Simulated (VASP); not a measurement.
Set up this calculation in VASP 6.6.1, as the native input.

- Task: relaxation of cell and atoms
- Functional: PBEsol
- Potentials or basis: VASP PAW PBE potentials, release 64 (Se)
- Cutoff: 600 eV
- k mesh: 9 × 9 × 9
- Occupations: fermi-dirac, width 0.05 eV
- Spin: no spin polarisation
- Dipole correction: no
- Further INCAR settings: ALGO = Normal; EDIFF = 1e-06; IBRION = 2; EDIFFG = -0.01; NSW = 60; ISIF = 3

The structure of Se lies in POSCAR:

```
Se
1.0
    2.8105630200      0.0000000000      0.0000000000
    0.0000000000      2.8105630200      0.0000000000
    0.0000000000      0.0000000000      2.8105630200
Se
1
Direct
    0.0000000000      0.0000000000      0.0000000000
```

The input as run:

INCAR

```
SYSTEM = Se
  PREC = Accurate
  ENCUT = 600
  EDIFF = 1E-6
  ISMEAR = -1
  SIGMA = 0.05
  LREAL = .False.
  LASPH = .True.
  NELM = 60
  ALGO = Normal
  ISIF = 3
  LWAVE = .False.
  LCHARG = .False.
  GGA = PS
  IBRION = 2
  NSW = 60
  EDIFFG = -0.01
```

KPOINTS

```
Automatic mesh
0
Gamma
  9 9 9
  0 0 0
```

Potentials or basis: VASP PAW PBE potentials, release 64 (Se).

The run is started by

```sh
$ cat potpaw_PBE.64/Se/POTCAR > POTCAR
$ mpirun -np 1 vasp_std > vasp.out
```

Results of the run:

```json
{
  "Relaxed volume": "21.76 Å³/atom",
  "Relaxed cell": "a = 2.792 Å, b = 2.792 Å, c = 2.792 Å, α = 90.00°, β = 90.00°, γ = 90.00°",
  "Space group after relaxing (to 0.05 Å)": "Pm-3m (No. 221)",
  "Energy gained by relaxing": "2.1 meV/atom",
  "Ionic steps": "3",
  "Pressure after relaxing": "0.0 GPa",
  "Band gap on the k mesh": "zero (band 3 reaches 7.96 eV, above the bottom of band 4 at 1.70 eV)"
}
```

Caveat: the PAW data sets were made with another functional, which shifts forces and pressure a little.

Run time: 9.3 s on 1 thread of Intel Xeon 6975P-C, with other jobs on the host, peak memory 0.14 GiB.
